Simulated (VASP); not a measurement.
# AlNi (Pm-3m) in VASP: further runs, part 2 of 2

VASP 6.6.1. Earlier steps stand in the parts before.

## 4. Relaxation of cell and atoms, PBEsol, collinear spin, ferromagnetic start, target pressure 30 GPa, at which the enthalpy is minimised

File INCAR:

```
PREC = Accurate
ENCUT = 600
EDIFF = 1E-6
ISMEAR = -1
SIGMA = 0.05
LREAL = F
LASPH = T
NELM = 150
ALGO = Fast
ISIF = 3
LWAVE = F
LCHARG = F
ISPIN = 2
MAGMOM = 1 0
LORBIT = 11
LMAXMIX = 4
GGA = PS
IBRION = 2
NSW = 60
EDIFFG = -0.01
PSTRESS = 300.0
```

File KPOINTS:

```
Automatic mesh
0
Gamma
  9 9 9
```

File POSCAR:

```
AlNi
1.0
    2.8810000000      0.0000000000      0.0000000000
    0.0000000000      2.8810000000      0.0000000000
    0.0000000000      0.0000000000      2.8810000000
Ni Al
1 1
Direct
    0.5000000000      0.5000000000      0.5000000000
    0.0000000000      0.0000000000      0.0000000000
```

Potentials or basis: VASP PAW PBE potentials, release 64 (Ni, Al).

The run is started by

```console
cat potpaw_PBE.64/Ni/POTCAR potpaw_PBE.64/Al/POTCAR > POTCAR
mpirun -np 1 vasp_std > vasp.out
```

OUTCAR:

```text
PREC = Accurate
   ENCUT = 600
   EDIFF = 1E-6
   ISMEAR = -1
   LREAL = F
   LASPH = T
   NELM = 150
   ISIF = 3
   ISPIN = 2
   LORBIT = 11
   GGA = PS
   IBRION = 2
   NSW = 60
   EDIFFG = -0.01
   PSTRESS = 300.0

 ion  position               nearest neighbor table
   1  0.500  0.500  0.500-   2 2.50   2 2.50   2 2.50   2 2.50   2 2.50   2 2.50   2 2.50   2 2.50

   2  0.000  0.000  0.000-   1 2.50   1 2.50   1 2.50   1 2.50   1 2.50   1 2.50   1 2.50   1 2.50

  LATTYP: Found a simple cubic cell.
 ALAT       =     2.8810000000

  Lattice vectors:

 A1 = (   2.8810000000,   0.0000000000,   0.0000000000)
 A2 = (   0.0000000000,   2.8810000000,   0.0000000000)
 A3 = (   0.0000000000,   0.0000000000,   2.8810000000)

Analysis of symmetry for initial positions (statically):
=====================================================================
 Subroutine PRICEL returns:
 Original cell was already a primitive cell.

 Routine SETGRP: Setting up the symmetry group for a
 simple cubic supercell.

 Subroutine GETGRP returns: Found 48 space group operations
 (whereof 48 operations were pure point group operations)
 out of a pool of 48 trial point group operations.

The static configuration has the point symmetry O_h .

Analysis of symmetry for dynamics (positions and initial velocities):
=====================================================================
 Subroutine PRICEL returns:
 Original cell was already a primitive cell.

 Routine SETGRP: Setting up the symmetry group for a
 simple cubic supercell.

 Subroutine GETGRP returns: Found 48 space group operations
 (whereof 48 operations were pure point group operations)
 out of a pool of 48 trial point group operations.

The dynamic configuration has the point symmetry O_h .

Analysis of structural, dynamic, and magnetic symmetry:
=====================================================================
 Subroutine PRICEL returns:
 Original cell was already a primitive cell.

 Routine SETGRP: Setting up the symmetry group for a
 simple cubic supercell.

 Subroutine GETGRP returns: Found 48 space group operations
 (whereof 48 operations were pure point group operations)
 out of a pool of 48 trial point group operations.

The overall configuration has the point symmetry O_h .

 Subroutine INISYM returns: Found 48 space group operations
 (whereof 48 operations are pure point group operations),
 and found     1 'primitive' translations

----------------------------------------------------------------------------------------

                                     Primitive cell

  volume of cell :      23.9128

  direct lattice vectors                    reciprocal lattice vectors
     2.881000000  0.000000000  0.000000000     0.347101701  0.000000000  0.000000000
     0.000000000  2.881000000  0.000000000     0.000000000  0.347101701  0.000000000
     0.000000000  0.000000000  2.881000000     0.000000000  0.000000000  0.347101701

  length of vectors
     2.881000000  2.881000000  2.881000000     0.347101701  0.347101701  0.347101701

  position of ions in fractional coordinates (direct lattice)
     0.500000000  0.500000000  0.500000000
     0.000000000  0.000000000  0.000000000

  ion indices of the primitive-cell ions
   primitive index   ion index
                 1           1
                 2           2

[... 33 lines left out ...]
  0.111111  0.111111  0.000000     12.000000
[... 16 lines left out ...]
  0.333333  0.333333  0.111111     24.000000
  0.444444  0.333333  0.111111     48.000000
 [... further k-points ...]
   k-points           NKPTS =     35   k-points in BZ     NKDIM =     35   number of bands    NBANDS=     11
   number of dos      NEDOS =    301   number of ions     NIONS =      2
   total plane-waves  NPLWV =  13824
   dimension x,y,z NGX =    24 NGY =   24 NGZ =   24
   dimension x,y,z NGXF=    48 NGYF=   48 NGZF=   48
   ions per type =               1   1
   NGX,Y,Z   is equivalent  to a cutoff of  13.85, 13.85, 13.85 a.u.
   NGXF,Y,Z  is equivalent  to a cutoff of  27.70, 27.70, 27.70 a.u.
 SYSTEM =  unknown system
   PREC   = accura    normal or accurate (medium, high low for compatibility)
   ISTART =      0    job   : 0-new  1-cont  2-samecut
   ICHARG =      2    charge: 1-file 2-atom 10-const
   ISPIN  =      2    spin polarized calculation?
   LNONCOLLINEAR =      F non collinear calculations
   LSORBIT =      F    spin-orbit coupling
   LASPH  =      T    aspherical Exc in radial PAW
   ENCUT  =  600.0 eV  44.10 Ry    6.64 a.u.   5.75  5.75  5.75*2*pi/ulx,y,z
   NELM   =    150;   NELMIN=  2; NELMDL= -5     # of ELM steps
   EDIFF  = 0.1E-05   stopping-criterion for ELM
   LREAL  =      F    real-space projection
   EDIFFG = -.1E-01   stopping-criterion for IOM
   NSW    =     60    number of steps for IOM
   IBRION =      2    ionic relax: 0-MD 1-quasi-New 2-CG
   NFREE  =      1    steps in history (QN), initial steepest desc. (CG)
   ISIF   =      3    stress and relaxation
   ISYM   =      2    0-nonsym 1-usesym 2-fastsym
   POTIM  = 0.5000    time-step for ionic-motion
   TEBEG  =    0.0;   TEEND  =   0.0 temperature during run
   PSTRESS=  300.0 pullay stress
   NELECT =      13.0000    total number of electrons
   NUPDOWN=      -1.0000    fix difference up-down
   EMIN   =  10.00;   EMAX   =-10.00  energy-range for DOS
   EFERMI =   0.00;   METHOD = LEGACY
   ISMEAR =    -1;   SIGMA  =   0.05  broadening in eV -4-tet -1-fermi 0-gaus
   EFERMI_NEDOS =   21; number of points for ismear=-14 and -15
   IALGO  =     68    algorithm
   IMIX   =      4    mixing-type and parameters
     AMIX     =   0.40;   BMIX     =  1.00
     AMIX_MAG =   1.60;   BMIX_MAG =  1.00
  volume/ion in A,a.u.               =      11.96        80.69
  Fermi-wavevector in a.u.,A,eV,Ry     =   1.336122  2.524904 24.289410  1.785221
  Thomas-Fermi vector in A             =   2.464773
   LORBIT       =     11    0 simple, 1 ext, 2 COOP (PROOUT), +10 PAW based schemes
   GGA     = PS    functional components
   LHFCALC =     F    Hartree Fock is set to
   AEXX    =    0.0000 exact exchange contribution
   IVDW    =     0    specifies the selected vdW correction
   LEPSILON=     F    determine dielectric tensor
   LRPA    =     F    only Hartree local field effects (RPA)
 conjugate gradient relaxation of ions
 spin polarized calculation
 RMM-DIIS sequential band-by-band and
  energy-cutoff  :      600.00
  volume of cell :       23.91
 maximum number of plane-waves:       812
 NGX is ok and might be reduce to    24
   NGX = 11   NGY = 11   NGZ = 11

--------------------------------------- Ionic step        1  -------------------------------------------

 number of electron      13.0000015 magnetization       0.0015084

 number of electron      13.0000015 magnetization      -0.0008142

 Free energy of the ion-electron system (eV)
  ---------------------------------------------------
  ext. energy  EPLUGINS =         0.00000000
  ---------------------------------------------------
  free energy    TOTEN  =       -11.58118238 eV

  energy without entropy =      -11.57460948  energy(sigma->0) =      -11.57789593

 E-fermi :   9.8972     XC(G=0): -12.1668

 val. band max:        9.8373518969   @ k =   0.3333   0.3333   0.0000
 cond. band min:       9.9439327983   @ k =   0.3333   0.1111   0.1111
 fundamental gap:      0.1065809014
 Fermi energy:         9.8971638063

 spin component 1

 k-point     1 :       0.0000    0.0000    0.0000
  band No.  band energies     occupation
      1      -1.2338      1.00000
      2       6.6485      1.00000
      3       6.6485      1.00000
      4       8.3412      1.00000
      5       8.3412      1.00000
      6       8.3412      1.00000
      7      15.3935      0.00000
      8      15.3935      0.00000
      9      15.3935      0.00000
     10      18.0393      0.00000
     11      18.0393      0.00000
[... 941 lines left out ...]
 number of electron      13.0000012 magnetization       0.0000001

 number of electron      13.0000012 magnetization      -0.0000000

 Free energy of the ion-electron system (eV)
  ---------------------------------------------------
  ext. energy  EPLUGINS =         0.00000000
  ---------------------------------------------------
  free energy    TOTEN  =       -11.34791122 eV

  energy without entropy =      -11.34241590  energy(sigma->0) =      -11.34516356

 E-fermi :  12.0794     XC(G=0): -12.9156

 val. band max:       12.0202600107   @ k =   0.3333   0.1111   0.0000
 cond. band min:      12.1511006158   @ k =   0.3333   0.1111   0.1111
 fundamental gap:      0.1308406052
 Fermi energy:        12.0793872079

 spin component 1

 k-point     1 :       0.0000    0.0000    0.0000
  band No.  band energies     occupation
      1      -0.2617      1.00000
      2       7.9703      1.00000
      3       7.9703      1.00000
      4      10.1245      1.00000
      5      10.1245      1.00000
      6      10.1245      1.00000
      7      18.1901      0.00000
      8      18.1901      0.00000
      9      18.1901      0.00000
     10      20.6594      0.00000
     11      20.6594      0.00000
[... 695 lines left out ...]
  energy  without entropy=      -11.3424159025  energy(sigma->0) =      -11.34516356

  enthalpy is  TOTEN    =        -7.4938605302 eV   P V=        3.8540506877

 reached required accuracy - stopping structural energy minimisation

 total charge

# of ion       s       p       d       tot
------------------------------------------
    1        0.547   0.667   8.562   9.776
    2        0.402   0.486   0.000   0.888
--------------------------------------------------
tot          0.949   1.153   8.562  10.664

 magnetization (x)

# of ion       s       p       d       tot
------------------------------------------
    1        0.000  -0.000   0.000   0.000
    2       -0.000  -0.000   0.000  -0.000
--------------------------------------------------
tot          0.000  -0.000   0.000   0.000
```

Wall time 4.3 min (1 thread of Intel Xeon 8259CL, shared host); peak memory 0.17 GiB.

What came out:

* Free energy: -11.3479 eV
* Relaxed volume: 10.29 Å³/atom
* Relaxed cell: a = 2.741 Å, b = 2.741 Å, c = 2.741 Å, α = 90.00°, β = 90.00°, γ = 90.00°
* Space group after relaxing (to 0.1 Å): Pm-3m (No. 221)
* Energy change on relaxing (the run minimises the enthalpy): +116.6 meV/atom
* Ionic steps: 8
* Pressure after relaxing: 29.9 GPa
* Net moment: 0.00 μB per cell
* Valence electrons inside the program's atomic spheres: Ni 9.78; Al 0.89

Step by step:
```tsv
step	energy change (eV)	largest force (eV/Å)	pressure (GPa)	volume (Å³)
1	0.0000	0.0000	-2.95	23.91
2	5.8266	0.0000	176.94	16.37
3	0.0597	0.0000	13.52	21.87
4	0.1488	0.0000	23.05	21.10
5	0.2294	0.0000	29.60	20.60
6	0.2412	0.0000	30.96	20.54
7	0.2116	0.0000	28.17	20.70
8	0.2333	0.0000	29.93	20.58
```

Final structure:
```
Ni Al
1.0
     2.74054    0.00000    0.00000
     0.00000    2.74054    0.00000
     0.00000    0.00000    2.74054
Ni Al
1 1
Direct
  0.50000 0.50000 0.50000
  0.00000 0.00000 0.00000
```

Levels at points of the mesh, in eV from the Fermi level:
Spin up:
```
           k point  band 3  band 4  band 5  band 6  band 7  band 8  band 9  band 10
(0.00, 0.00, 0.00)   -4.11   -1.95   -1.95   -1.95    6.11    6.11    6.11     8.58
```
Spin down:
```
           k point  band 3  band 4  band 5  band 6  band 7  band 8  band 9  band 10
(0.00, 0.00, 0.00)   -4.11   -1.95   -1.95   -1.95    6.11    6.11    6.11     8.58
```

Caveat: the cell is relaxed towards a set pressure, so the run minimises the enthalpy, not the energy; the PAW data sets were made with another functional, which shifts forces and pressure a little.

## 5. Relaxation of cell and atoms, r2SCAN, collinear spin, ferromagnetic start

POSCAR is that of step 4.

File INCAR.step1:

```
ALGO     = Normal         # electronic algorithm
EDIFF    = 1E-4           # SCF threshold, eV
ENCUT    = 600            # plane-wave cutoff, eV
GGA      = PE             # functional
ISMEAR   = -1             # smearing method
ISPIN    = 2              # spin polarisation
LASPH    = True           # aspherical terms in the spheres
LCHARG   = False          # write CHGCAR
LMAXMIX  = 4              # l up to which the mixer works
LREAL    = False          # projectors in reciprocal space
LWAVE    = True           # write WAVECAR
MAGMOM   = 1 0            # initial moments
NELM     = 150            # most SCF steps
PREC     = Accurate       # precision mode
SIGMA    = 0.05           # smearing width, eV
```

File INCAR.step2:

```
ALGO     = Normal         # electronic algorithm
EDIFF    = 1E-7           # SCF threshold, eV
EDIFFG   = -0.01          # ionic threshold
ENCUT    = 600            # plane-wave cutoff, eV
IBRION   = 2              # ionic algorithm
ISIF     = 3              # what is computed and relaxed
ISMEAR   = -1             # smearing method
ISPIN    = 2              # spin polarisation
ISTART   = 1            
LASPH    = True           # aspherical terms in the spheres
LCHARG   = False          # write CHGCAR
LMAXMIX  = 4              # l up to which the mixer works
LMIXTAU  = True         
LORBIT   = 11             # projections on sites
LREAL    = False          # projectors in reciprocal space
LWAVE    = False          # write WAVECAR
MAGMOM   = 1 0            # initial moments
METAGGA  = R2SCAN         # meta-GGA
NELM     = 150            # most SCF steps
NSW      = 60             # ionic steps
PREC     = Accurate       # precision mode
SIGMA    = 0.05           # smearing width, eV
```

File KPOINTS:

```
k-points
0
Gamma
  9 9 9
```

The run is started by

```console
cat potpaw_PBE.64/Ni/POTCAR potpaw_PBE.64/Al/POTCAR > POTCAR
cp INCAR.step1 INCAR
mpirun -np 1 vasp_std > vasp.out
cp INCAR.step2 INCAR
mpirun -np 1 vasp_std > vasp.out
```

Wall time 4.4 min (1 thread of Intel Xeon 8259CL, shared host); peak memory 0.17 GiB.

Results (log left out):

```
Free energy                                           : -20.0688 eV
Relaxed volume                                        : 11.71 Å³/atom
Relaxed cell                                          : a = 2.861 Å, b = 2.861 Å, c = 2.861 Å, α = 90.00°, β = 90.00°, γ = 90.00°
Space group after relaxing (to 0.1 Å)                 : Pm-3m (No. 221)
Energy gained by relaxing                             : 2.8 meV/atom
Ionic steps                                           : 3
Pressure after relaxing                               : 0.0 GPa
Net moment                                            : 0.00 μB per cell
Valence electrons inside the program's atomic spheres : Ni 9.55; Al 0.82
```

Step by step:
```tsv
step	energy change (eV)	largest force (eV/Å)	pressure (GPa)	volume (Å³)
1	0.0000	0.0000	-3.53	23.91
2	-0.0016	0.0000	3.24	23.01
3	-0.0056	0.0000	0.01	23.42
```

Final structure:
```cif
data_structure
_symmetry_space_group_name_H-M 'P 1'
_symmetry_Int_Tables_number 1
_cell_length_a 2.8610
_cell_length_b 2.8610
_cell_length_c 2.8610
_cell_angle_alpha 90.000
_cell_angle_beta 90.000
_cell_angle_gamma 90.000
_cell_volume 23.42
loop_
_atom_site_label
_atom_site_type_symbol
_atom_site_fract_x
_atom_site_fract_y
_atom_site_fract_z
_atom_site_occupancy
Ni1 Ni 0.50000 0.50000 0.50000 1
Al1 Al 0.00000 0.00000 0.00000 1
```

Levels at points of the mesh, in eV from the Fermi level:
Spin up:
```csv
k point,band 3,band 4,band 5,band 6,band 7,band 8,band 9,band 10
"(0.00, 0.00, 0.00)",-3.49,-1.69,-1.69,-1.69,5.96,5.96,5.96,8.43
```
Spin down:
```csv
k point,band 4,band 5,band 6,band 7,band 8,band 9
"(0.00, 0.00, 0.00)",-1.69,-1.69,-1.69,5.96,5.96,5.96
```

Caveat: the PAW data sets were made with another functional, which shifts forces and pressure a little.

## 6. Summary

```tsv
level	cell	gap on the mesh (eV)	pressure (GPa)	moment (μB)
PBEsol	relaxed to 10 GPa	none	10.1	0.00
PBEsol	relaxed to 20 GPa	none	20.0	0.00
PBEsol	relaxed to 30 GPa	none	29.9	0.00
r2SCAN	relaxed	none	0.0	0.00
```

Alike in all rows: task relaxation of cell and atoms; potentials or basis VASP PAW PBE potentials, release 64 (Ni, Al); spin collinear, ferromagnetic start; k mesh 9 × 9 × 9; cutoff (eV) 600; smearing fermi-dirac 0.05 eV.

Caveats: the PAW data sets were made with another functional, which shifts forces and pressure a little; the cell is relaxed towards a set pressure, so the run minimises the enthalpy, not the energy (at least some runs).

Absolute energies hang on the potentials; compare differences alone.
